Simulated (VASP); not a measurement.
# CuO (P4/nmm) in VASP: settings compared, part 2 of 2

VASP 6.6.1. The steps go on from the part before.

## Step 4: Single point, RPBE

File INCAR:

```
SYSTEM = CuO
PREC = Accurate
ENCUT = 520
EDIFF = 1E-6
ISMEAR = -1
SIGMA = 0.05
LREAL = .False.
LASPH = .True.
NELM = 80
ALGO = Normal
ISIF = 2
LWAVE = .False.
LCHARG = .False.
GGA = RP
NBANDS = 25
```

File KPOINTS:

```
Automatic mesh
0
Gamma
  8 8 6
  0 0 0
```

File POSCAR:

```
CuO
1.0
    3.1754955000      0.0000000000      0.0000000000
    0.0000000000      3.1754955000      0.0000000000
    0.0000000000      0.0000000000      4.6495318700
Cu O
2 2
Direct
    0.0000000000      0.0000000000      0.0000000000
    0.5000000000      0.5000000000      0.0000000000
    0.5000000000      0.0000000000      0.2670000000
    0.0000000000      0.5000000000      0.7330000000
```

Potentials or basis: VASP PAW PBE potentials, release 64 (Cu, O).

Command:

```sh
> cat potpaw_PBE.64/Cu/POTCAR potpaw_PBE.64/O/POTCAR > POTCAR
> mpirun -np 1 vasp_std > vasp.out
```

OUTCAR:

```text
SYSTEM = CuO
   PREC = Accurate
   ENCUT = 520
   EDIFF = 1E-6
   ISMEAR = -1
   LREAL = .False.
   LASPH = .True.
   NELM = 80
   ISIF = 2
   GGA = RP

 ion  position               nearest neighbor table
   1  0.000  0.000  0.000-   3 2.02   4 2.02   4 2.02   3 2.02   2 2.25   2 2.25   2 2.25   2 2.25

   2  0.500  0.500  0.000-   3 2.02   4 2.02   3 2.02   4 2.02   1 2.25   1 2.25   1 2.25   1 2.25

   3  0.500  0.000  0.267-   1 2.02   2 2.02   2 2.02   1 2.02
   4  0.000  0.500  0.733-   1 2.02   2 2.02   1 2.02   2 2.02

  LATTYP: Found a simple tetragonal cell.
 ALAT       =     3.1754955000
 C/A-ratio  =     1.4641909806

  Lattice vectors:

 A1 = (   3.1754955000,   0.0000000000,   0.0000000000)
 A2 = (   0.0000000000,   3.1754955000,   0.0000000000)
 A3 = (   0.0000000000,   0.0000000000,   4.6495318700)

Analysis of symmetry for initial positions (statically):
=====================================================================
 Subroutine PRICEL returns:
 Original cell was already a primitive cell.

 Routine SETGRP: Setting up the symmetry group for a
 simple tetragonal supercell.

 Subroutine GETGRP returns: Found 16 space group operations
 (whereof  8 operations were pure point group operations)
 out of a pool of 16 trial point group operations.

The static configuration has the point symmetry D_2d.
 The point group associated with its full space group is D_4h.

Analysis of symmetry for dynamics (positions and initial velocities):
=====================================================================
 Subroutine PRICEL returns:
 Original cell was already a primitive cell.

 Routine SETGRP: Setting up the symmetry group for a
 simple tetragonal supercell.

 Subroutine GETGRP returns: Found 16 space group operations
 (whereof  8 operations were pure point group operations)
 out of a pool of 16 trial point group operations.

The dynamic configuration has the point symmetry D_2d.
 The point group associated with its full space group is D_4h.

 Subroutine INISYM returns: Found 16 space group operations
 (whereof  8 operations are pure point group operations),
 and found     1 'primitive' translations

----------------------------------------------------------------------------------------

                                     Primitive cell

  volume of cell :      46.8848

  direct lattice vectors                    reciprocal lattice vectors
     3.175495500  0.000000000  0.000000000     0.314911484  0.000000000  0.000000000
     0.000000000  3.175495500  0.000000000     0.000000000  0.314911484  0.000000000
     0.000000000  0.000000000  4.649531870     0.000000000  0.000000000  0.215075416

  length of vectors
     3.175495500  3.175495500  4.649531870     0.314911484  0.314911484  0.215075416

  position of ions in fractional coordinates (direct lattice)
     0.000000000  0.000000000  0.000000000
     0.500000000  0.500000000  0.000000000
     0.500000000  0.000000000  0.267000000
     0.000000000  0.500000000  0.733000000

  ion indices of the primitive-cell ions
   primitive index   ion index
                 1           1
                 2           2
                 3           3
                 4           4

----------------------------------------------------------------------------------------

 KPOINTS: Automatic mesh

Automatic generation of k-mesh.
 Grid dimensions read from file:
 generate k-points for:    8    8    6

 Generating k-lattice:

  Cartesian coordinates                     Fractional coordinates (reciprocal lattice)
     0.039363935  0.000000000  0.000000000     0.125000000  0.000000000  0.000000000
     0.000000000  0.039363935  0.000000000     0.000000000  0.125000000  0.000000000
     0.000000000  0.000000000  0.035845903     0.000000000  0.000000000  0.166666667

  Length of vectors
     0.039363935  0.039363935  0.035845903

  Shift w.r.t. Gamma in fractional coordinates (k-lattice)
     0.000000000  0.000000000  0.000000000

 Subroutine IBZKPT returns following result:
 ===========================================

 Found     60 irreducible k-points:

 Following reciprocal coordinates:
            Coordinates               Weight
  0.000000  0.000000  0.000000      1.000000
  0.125000  0.000000  0.000000      4.000000
  0.250000  0.000000  0.000000      4.000000
  0.375000  0.000000  0.000000      4.000000
  0.500000  0.000000  0.000000      2.000000
  0.125000  0.125000  0.000000      4.000000
[... 16 lines left out ...]
  0.375000  0.125000  0.166667     16.000000
  0.500000  0.125000  0.166667      8.000000
 [... further k-points ...]
   k-points           NKPTS =     60   k-points in BZ     NKDIM =     60   number of bands    NBANDS=     25
   number of dos      NEDOS =    301   number of ions     NIONS =      4
   total plane-waves  NPLWV =  20736
   dimension x,y,z NGX =    24 NGY =   24 NGZ =   36
   dimension x,y,z NGXF=    48 NGYF=   48 NGZF=   72
   ions per type =               2   2
   NGX,Y,Z   is equivalent  to a cutoff of  12.56, 12.56, 12.87 a.u.
   NGXF,Y,Z  is equivalent  to a cutoff of  25.13, 25.13, 25.74 a.u.
 SYSTEM =  CuO
   PREC   = accura    normal or accurate (medium, high low for compatibility)
   ISTART =      0    job   : 0-new  1-cont  2-samecut
   ICHARG =      2    charge: 1-file 2-atom 10-const
   ISPIN  =      1    spin polarized calculation?
   LNONCOLLINEAR =      F non collinear calculations
   LSORBIT =      F    spin-orbit coupling
   LASPH  =      T    aspherical Exc in radial PAW
   ENCUT  =  520.0 eV  38.22 Ry    6.18 a.u.   5.90  5.90  8.65*2*pi/ulx,y,z
   NELM   =     80;   NELMIN=  2; NELMDL= -5     # of ELM steps
   EDIFF  = 0.1E-05   stopping-criterion for ELM
   LREAL  =      F    real-space projection
   EDIFFG = 0.1E-04   stopping-criterion for IOM
   NSW    =      0    number of steps for IOM
   IBRION =     -1    ionic relax: 0-MD 1-quasi-New 2-CG
   NFREE  =      0    steps in history (QN), initial steepest desc. (CG)
   ISIF   =      2    stress and relaxation
   ISYM   =      2    0-nonsym 1-usesym 2-fastsym
   POTIM  = 0.5000    time-step for ionic-motion
   TEBEG  =    0.0;   TEEND  =   0.0 temperature during run
   PSTRESS=    0.0 pullay stress
   NELECT =      34.0000    total number of electrons
   NUPDOWN=      -1.0000    fix difference up-down
   EMIN   =  10.00;   EMAX   =-10.00  energy-range for DOS
   EFERMI =   0.00;   METHOD = LEGACY
   ISMEAR =    -1;   SIGMA  =   0.05  broadening in eV -4-tet -1-fermi 0-gaus
   EFERMI_NEDOS =   21; number of points for ismear=-14 and -15
   IALGO  =     38    algorithm
   IMIX   =      4    mixing-type and parameters
     AMIX     =   0.40;   BMIX     =  1.00
     AMIX_MAG =   1.60;   BMIX_MAG =  1.00
  volume/ion in A,a.u.               =      11.72        79.10
  Fermi-wavevector in a.u.,A,eV,Ry     =   1.470812  2.779431 29.433305  2.163287
  Thomas-Fermi vector in A             =   2.586023
   LORBIT       =      0    0 simple, 1 ext, 2 COOP (PROOUT), +10 PAW based schemes
   GGA     = RP    functional components
   LHFCALC =     F    Hartree Fock is set to
   AEXX    =    0.0000 exact exchange contribution
   IVDW    =     0    specifies the selected vdW correction
   LEPSILON=     F    determine dielectric tensor
   LRPA    =     F    only Hartree local field effects (RPA)
 non-spin polarized calculation
  energy-cutoff  :      520.00
  volume of cell :       46.88
 maximum number of plane-waves:      1288
 NGX is ok and might be reduce to    24
   NGX = 11   NGY = 11   NGZ = 17

 number of electron      34.0000035 magnetization

 Free energy of the ion-electron system (eV)
  ---------------------------------------------------
  ext. energy  EPLUGINS =         0.00000000
  ---------------------------------------------------
  free energy    TOTEN  =       -14.45630283 eV

  energy without entropy =      -14.39921444  energy(sigma->0) =      -14.42775864

 E-fermi :   3.2812     XC(G=0): -10.4389

 val. band max:        3.2749256950   @ k =   0.5000   0.0000   0.0000
 cond. band min:       3.2843411574   @ k =   0.5000   0.0000   0.1667
 fundamental gap:      0.0094154624
 Fermi energy:         3.2811747610

 k-point     1 :       0.0000    0.0000    0.0000
  band No.  band energies     occupation
      1     -15.3267      2.00000
      2     -14.5357      2.00000
      3      -3.1004      2.00000
      4      -2.1249      2.00000
      5      -1.6182      2.00000
      6      -1.6182      2.00000
[... 17 lines left out ...]
     24      15.8334      0.00000
     25      18.4463      0.00000
[... 621 lines left out ...]
      3      -2.1289      2.00000
      4      -2.1289      2.00000
      5      -1.2372      2.00000
      6      -1.2372      2.00000
[... 17 lines left out ...]
     24      16.6160      0.00000
     25      17.9963      0.00000

 [... further k-points ...]
[... 5 lines left out ...]
  --------------------------------------------------------------------------------------
  -------------------------------------------------------------------------------------
  Total       10.2758447     10.2758447     -1.0323207      0.0000000      0.0000000      0.0000000
  in kB      351.1525951    351.1525951    -35.2771081      0.0000000      0.0000000      0.0000000
  external PRESSURE =     222.3426940 kB  Pullay stress =       0.0000000 kB

 VOLUME and BASIS-vectors are now :
 -----------------------------------------------------------------------------
  energy-cutoff  :      520.00
  volume of cell :       46.88
      direct lattice vectors                 reciprocal lattice vectors
     3.175495500  0.000000000  0.000000000     0.314911484  0.000000000  0.000000000
     0.000000000  3.175495500  0.000000000     0.000000000  0.314911484  0.000000000
     0.000000000  0.000000000  4.649531870     0.000000000  0.000000000  0.215075416

 POSITION                                       TOTAL-FORCE (eV/Angst)
 -----------------------------------------------------------------------------------
      0.00000      0.00000      0.00000         0.000000      0.000000      0.000000
      1.58775      1.58775      0.00000         0.000000     -0.000000      0.000000
      1.58775      0.00000      1.24143         0.000000      0.000000     -0.588188
      0.00000      1.58775      3.40811        -0.000000     -0.000000      0.588188
 -----------------------------------------------------------------------------------
    total drift:                                0.000000     -0.000000     -0.000000

  FREE ENERGIE OF THE ION-ELECTRON SYSTEM (eV)
  ---------------------------------------------------
  free  energy   TOTEN  =       -14.4563028306 eV

  energy  without entropy=      -14.3992144417  energy(sigma->0) =      -14.42775864
```

Wall time 70 s (1 thread of Intel Xeon 8259CL, shared host); peak memory 0.19 GiB.

What came out:

* Free energy: -14.4563 eV
* Pressure: 22.2 GPa
* Largest force: 0.588 eV/Å
* Band gap on the k mesh: zero (band 17 reaches 3.71 eV, above the bottom of band 18 at 2.87 eV)

Forces on the atoms (eV/Å):
```
Cu   0.000  0.000  0.000
Cu   0.000  0.000  0.000
O    0.000  0.000 -0.588
O    0.000  0.000  0.588
```

Caveat: the PAW data sets were made with another functional, which shifts forces and pressure a little; semilocal functionals often make such compounds metallic where correlation or magnetic order opens a gap, which also shifts bond lengths. With open d or f shells a metallic result of RPBE can be an artefact of self-interaction; +U or a hybrid may open a gap.

## Step 5: Single point, PBEsol

This run uses another cell than the first one, of 11.96 Å³/atom, 1.020 times its volume.

File INCAR:

```
SYSTEM = CuO
PREC = Accurate ; ENCUT = 520
EDIFF = 1E-7 ; ISMEAR = -1
SIGMA = 0.05 ; LREAL = .False.
LASPH = .True. ; NELM = 60
ALGO = Normal ; ISIF = 2
LWAVE = .False. ; LCHARG = .False.
GGA = PS ; NBANDS = 25
```

File KPOINTS:

```
regular mesh
0
Gamma
  8 8 6
  0 0 0
```

File POSCAR:

```
CuO
1.0
    3.1965258844      0.0000000000      0.0000000000
    0.0000000000      3.1965258844      0.0000000000
    0.0000000000      0.0000000000      4.6803243692
Cu O
2 2
Direct
    0.0000000000      0.0000000000      0.0000000000
    0.5000000000      0.5000000000      0.0000000000
    0.5000000000      0.0000000000      0.2670000000
    0.0000000000      0.5000000000      0.7330000000
```

Potentials or basis: VASP PAW PBE potentials, release 64 (Cu, O).

Command:

```sh
> cat potpaw_PBE.64/Cu/POTCAR potpaw_PBE.64/O/POTCAR > POTCAR
> mpirun -np 1 vasp_std > vasp.out
```

OUTCAR:

```text
SYSTEM = CuO
   PREC = Accurate
   ENCUT = 520
   EDIFF = 1E-7
   ISMEAR = -1
   LREAL = .False.
   LASPH = .True.
   NELM = 60
   ISIF = 2
   GGA = PS

 ion  position               nearest neighbor table
   1  0.000  0.000  0.000-   3 2.03   4 2.03   4 2.03   3 2.03   2 2.26   2 2.26   2 2.26   2 2.26

   2  0.500  0.500  0.000-   3 2.03   4 2.03   3 2.03   4 2.03   1 2.26   1 2.26   1 2.26   1 2.26

   3  0.500  0.000  0.267-   1 2.03   2 2.03   2 2.03   1 2.03
   4  0.000  0.500  0.733-   1 2.03   2 2.03   1 2.03   2 2.03

  LATTYP: Found a simple tetragonal cell.
 ALAT       =     3.1965258844
 C/A-ratio  =     1.4641909806

  Lattice vectors:

 A1 = (   3.1965258844,   0.0000000000,   0.0000000000)
 A2 = (   0.0000000000,   3.1965258844,   0.0000000000)
 A3 = (   0.0000000000,   0.0000000000,   4.6803243692)

Analysis of symmetry for initial positions (statically):
=====================================================================
 Subroutine PRICEL returns:
 Original cell was already a primitive cell.

 Routine SETGRP: Setting up the symmetry group for a
 simple tetragonal supercell.
[... 172 lines left out ...]

 E-fermi :   2.7543     XC(G=0): -10.8772

 val. band max:        2.7508265709   @ k =   0.5000   0.0000   0.0000
 cond. band min:       2.7589956404   @ k =   0.3750   0.1250   0.0000
 fundamental gap:      0.0081690696
 Fermi energy:         2.7543182089

 k-point     1 :       0.0000    0.0000    0.0000
  band No.  band energies     occupation
      1     -15.5629      2.00000
      2     -14.7651      2.00000
      3      -3.5433      2.00000
      4      -2.5333      2.00000
      5      -2.0510      2.00000
      6      -2.0510      2.00000
[... 661 lines left out ...]
     24      15.6528      0.00000
     25      17.0168      0.00000

 [... further k-points ...]

------------------------ aborting loop because EDIFF is reached ----------------------------------------

  FORCE on cell =-STRESS in cart. coord.  units (eV):
  Direction    XX          YY          ZZ          XY          YZ          ZX
  --------------------------------------------------------------------------------------
  -------------------------------------------------------------------------------------
  Total        5.4639839      5.4639839     -4.4285119      0.0000000      0.0000000      0.0000000
  in kB      183.0575256    183.0575256   -148.3665498      0.0000000      0.0000000      0.0000000
  external PRESSURE =      72.5828338 kB  Pullay stress =       0.0000000 kB

 VOLUME and BASIS-vectors are now :
 -----------------------------------------------------------------------------
  energy-cutoff  :      520.00
  volume of cell :       47.82
      direct lattice vectors                 reciprocal lattice vectors
     3.196525884  0.000000000  0.000000000     0.312839638  0.000000000  0.000000000
     0.000000000  3.196525884  0.000000000     0.000000000  0.312839638  0.000000000
     0.000000000  0.000000000  4.680324369     0.000000000  0.000000000  0.213660405

 POSITION                                       TOTAL-FORCE (eV/Angst)
 -----------------------------------------------------------------------------------
      0.00000      0.00000      0.00000         0.000000      0.000000      0.000000
      1.59826      1.59826      0.00000         0.000000     -0.000000      0.000000
      1.59826      0.00000      1.24965         0.000000      0.000000     -1.464603
      0.00000      1.59826      3.43068        -0.000000      0.000000      1.464603
 -----------------------------------------------------------------------------------
    total drift:                                0.000000     -0.000000     -0.000000

  FREE ENERGIE OF THE ION-ELECTRON SYSTEM (eV)
  ---------------------------------------------------
  free  energy   TOTEN  =       -17.9878539078 eV

  energy  without entropy=      -17.9302163892  energy(sigma->0) =      -17.95903515
```

Run time: 93 s. Hardware: 1 thread of Intel Xeon 8259CL, shared host; peak memory 0.19 GiB.

Results:

```
Free energy            : -17.9879 eV
Pressure               : 7.3 GPa
Largest force          : 1.465 eV/Å
Band gap on the k mesh : zero (band 17 reaches 3.18 eV, above the bottom of band 18 at 2.35 eV)
```

Forces in eV/Å, atoms in the order of the input:
```
Cu   0.000  0.000  0.000
Cu   0.000  0.000  0.000
O    0.000  0.000 -1.465
O    0.000  0.000  1.465
```

Caveat: the PAW data sets were made with another functional, which shifts forces and pressure a little; semilocal functionals often make such compounds metallic where correlation or magnetic order opens a gap, which also shifts bond lengths. With open d or f shells a metallic result of PBEsol can be an artefact of self-interaction; +U or a hybrid may open a gap.

## Step 6: The runs side by side

| level | potentials or basis | cell | gap on the mesh (eV) | pressure (GPa) | largest force (eV/Å) |
| --- | --- | --- | --- | --- | --- |
| LDA | VASP PAW LDA potentials, release 64 (Cu, O) | a = 3.175, b = 3.175, c = 4.650 Å, 4 atoms | none | 4.6 | 1.62 |
| PBEsol | VASP PAW PBE potentials, release 64 (Cu, O) | a = 3.175, b = 3.175, c = 4.650 Å, 4 atoms | none | 10.5 | 1.24 |
| RPBE | VASP PAW PBE potentials, release 64 (Cu, O) | a = 3.175, b = 3.175, c = 4.650 Å, 4 atoms | none | 22.2 | 0.59 |
| PBEsol | VASP PAW PBE potentials, release 64 (Cu, O) | a = 3.197, b = 3.197, c = 4.680 Å, 4 atoms | none | 7.3 | 1.46 |

Alike in all rows: task single point; no spin polarisation; k mesh 8 × 8 × 6; cutoff (eV) 520; smearing fermi-dirac 0.05 eV.

Caveats: semilocal functionals often make such compounds metallic where correlation or magnetic order opens a gap, which also shifts bond lengths; the PAW data sets were made with another functional, which shifts forces and pressure a little (some runs); forces of over 1 eV/Å act on the atoms, so gaps and moduli don't describe the material at rest (some runs).

Absolute energies hang on the potentials; compare differences alone.
